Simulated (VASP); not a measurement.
Input of a VASP 6.6.1 run:

INCAR

```
SYSTEM = Ga3Sb
PREC = Accurate
ENCUT = 520
EDIFF = 1E-7
ISMEAR = 0
SIGMA = 0.1
LREAL = .False.
LASPH = .True.
NELM = 100
ALGO = Fast
ISIF = 2
LWAVE = .False.
LCHARG = .False.
GGA = PE
NBANDS = 30
```

Contents of KPOINTS:

```
Automatic mesh
0
Gamma
  6 6 6
  0 0 0
```

File POSCAR:

```
Ga3Sb
1.0
   -2.1587989300      2.1587989300      4.7604842200
    2.1587989300     -2.1587989300      4.7604842200
    2.1587989300      2.1587989300     -4.7604842200
Ga Sb
3 1
Direct
    0.7500000000      0.2500000000      0.5000000000
    0.2500000000      0.7500000000      0.5000000000
    0.5000000000      0.5000000000      0.0000000000
    0.0000000000      0.0000000000      0.0000000000
```

Potentials or basis: VASP PAW PBE potentials, release 64 (Ga_d, Sb).

Run with:

```sh
$ cat potpaw_PBE.64/Ga_d/POTCAR potpaw_PBE.64/Sb/POTCAR > POTCAR
$ mpirun -np 1 vasp_std > vasp.out
```

Predict the band gap on the k mesh.

zero (bands 22 and 23 overlap by 3.85 eV).

What does it give for the pressure?

-0.2 GPa.

Stress tensor (GPa, compression positive):
```
 0.79  0.00  0.00
 0.00  0.79  0.00
 0.00  0.00 -2.06
```

Caveat: spin-orbit coupling is left out, which moves the levels of the heavy elements.
